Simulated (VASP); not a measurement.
CdS (Greenockite): single point with r2SCAN

CdS (Greenockite):

```
Cd S
1.0
     4.24630    0.00000    0.00000
    -2.12315    3.67740    0.00000
     0.00000    0.00000    6.89868
Cd S
2 2
Direct
  0.33333 0.66667 0.99903
  0.66667 0.33333 0.49903
  0.33333 0.66667 0.37597
  0.66667 0.33333 0.87597
```

This cell differs from its parent crystal: volume changed by +6%.

| Property | Result |
| --- | --- |
| Program | VASP 6.6.1 |
| Task | single point |
| Functional | r2SCAN |
| Potentials or basis | VASP PAW PBE potentials, release 64 (Cd, S) |
| Cutoff | 520 eV |
| k mesh | 6 × 6 × 4 |
| Occupations | gaussian, width 0.01 eV |
| Spin | no spin polarisation |
| Dipole correction | no |
| Further INCAR settings | ALGO = Normal; EDIFF = 1e-06; NBANDS = 26 |

The pressure is -2.9 GPa and the band gap on the k mesh is 1.48 eV, direct.

Forces in eV/Å, atoms in the order of the input:
```
Cd   0.000  0.000 -0.003
Cd   0.000  0.000 -0.003
S    0.000  0.000  0.003
S    0.000  0.000  0.003
```

Levels at points of the mesh, in eV from the valence-band top:
| k point | band 16 | band 17 | band 18 | band 19 | band 20 | band 21 |
| --- | --- | --- | --- | --- | --- | --- |
| (0.00, 0.00, 0.00) | -0.03 | 0.00 | 0.00 | 1.48 | 3.13 | 6.98 |
| (0.50, 0.00, 0.00) | -1.66 | -1.13 | -0.66 | 4.00 | 4.23 | 5.44 |
| (0.00, 0.00, 0.50) | -0.34 | -0.34 | -0.34 | 3.11 | 3.11 | 6.54 |
| (0.50, 0.00, 0.50) | -1.19 | -1.17 | -1.17 | 3.82 | 3.82 | 5.74 |

It took 77 s on 1 thread of Intel(R) Xeon(R) 6975P-C (Granite Rapids), with other jobs on the host, peak memory 0.25 GiB.

Caveat: the PAW data sets were made with another functional, which shifts forces and pressure a little.
